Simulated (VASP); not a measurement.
Input of a VASP 6.6.1 run:

File INCAR:

```
  PREC = Accurate
  ENCUT = 520
  EDIFF = 1E-7
  ISMEAR = -1
  SIGMA = 0.08
  LREAL = False
  LASPH = True
  NELM = 100
  ALGO = Normal
  ISIF = 2
  LWAVE = False
  LCHARG = False
  GGA = PE
  NBANDS = 10
```

File KPOINTS:

```
Automatic mesh
0
Gamma
  10 10 9
```

POSCAR

```
K
1.0
    4.0401355416      0.0000000000      0.0000000000
   -2.0200677708      3.4988600137      0.0000000000
    0.0000000000      0.0000000000      3.7977274091
K
1
Direct
    0.0000000000      0.0000000000      0.0000000000
```

Potentials or basis: VASP PAW PBE potentials, release 64 (K_sv).

Run with:

```console
$ cat potpaw_PBE.64/K_sv/POTCAR > POTCAR
$ mpirun -np 1 vasp_std > vasp.out
```

Task: What does it give for the pressure?

Result: 2.2 GPa.

Stress tensor (GPa, compression positive):
```
2.25 0.00 0.00
0.00 2.25 0.00
0.00 0.00 2.02
```
